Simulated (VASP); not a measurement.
Be: single point with PBE+D3(BJ)

Crystal: Be.

```xyz
2
Lattice="2.2326 0.0000 0.0000 -1.1163 1.9335 0.0000 0.0000 0.0000 3.5292" Properties=species:S:1:pos:R:3 pbc="T T T"
Be   -0.0701    1.2890    0.8823
Be    1.1864    0.6445    2.6469
```

This cell differs from its parent crystal: atoms displaced along a vibrational mode, the cell strained.

```
Program             : VASP 6.6.1
Task                : single point
Functional          : PBE
Dispersion          : D3(BJ)
Potentials or basis : VASP PAW PBE potentials, release 64 (Be)
Cutoff              : 520 eV
k mesh              : 24 × 24 × 12
Occupations         : gaussian, width 0.15 eV
Spin                : no spin polarisation
```

The pressure is -2.6 GPa, the largest force is 0.525 eV/Å and the band gap on the k mesh is zero (bands 2 and 3 overlap by 2.17 eV). The dispersion energy per atom is -0.369 eV.

Forces in eV/Å, atoms in the order of the input:
```
Be   0.518  0.085  0.000
Be  -0.518 -0.085  0.000
```

Stress tensor (GPa, compression positive):
```
-3.03  4.11  0.00
 4.11 -2.46  0.00
 0.00  0.00 -2.28
```

Levels at points of the mesh, in eV from the Fermi level:
| k point | band 1 | band 2 | band 3 | band 4 | band 5 | band 6 |
| --- | --- | --- | --- | --- | --- | --- |
| (0.00, 0.00, 0.00) | -11.58 | -4.65 | 1.15 | 16.13 | 17.08 | 18.68 |
| (0.50, 0.00, 0.00) | -4.90 | -3.64 | 4.21 | 5.85 | 7.80 | 9.78 |
| (0.00, 0.50, 0.00) | -5.16 | -3.18 | 3.66 | 6.60 | 6.93 | 9.86 |
| (0.50, 0.50, 0.00) | -5.37 | -2.69 | 3.23 | 6.08 | 7.31 | 9.72 |
| (0.00, 0.00, 0.50) | -9.40 | -9.40 | 10.86 | 10.86 | 18.12 | 18.12 |
| (0.50, 0.00, 0.50) | -3.89 | -3.89 | 1.98 | 1.98 | 12.38 | 12.38 |
| (0.00, 0.50, 0.50) | -3.76 | -3.76 | 1.68 | 1.68 | 12.31 | 12.31 |
| (0.50, 0.50, 0.50) | -3.58 | -3.58 | 1.30 | 1.30 | 12.34 | 12.34 |

Run time: 4.2 min on 1 thread of Oxide Virtual Turin-like Processor, on a shared host, peak memory 0.31 GiB.

Caveat: the cell differs from its parent crystal (atoms displaced along a vibrational mode, the cell strained).
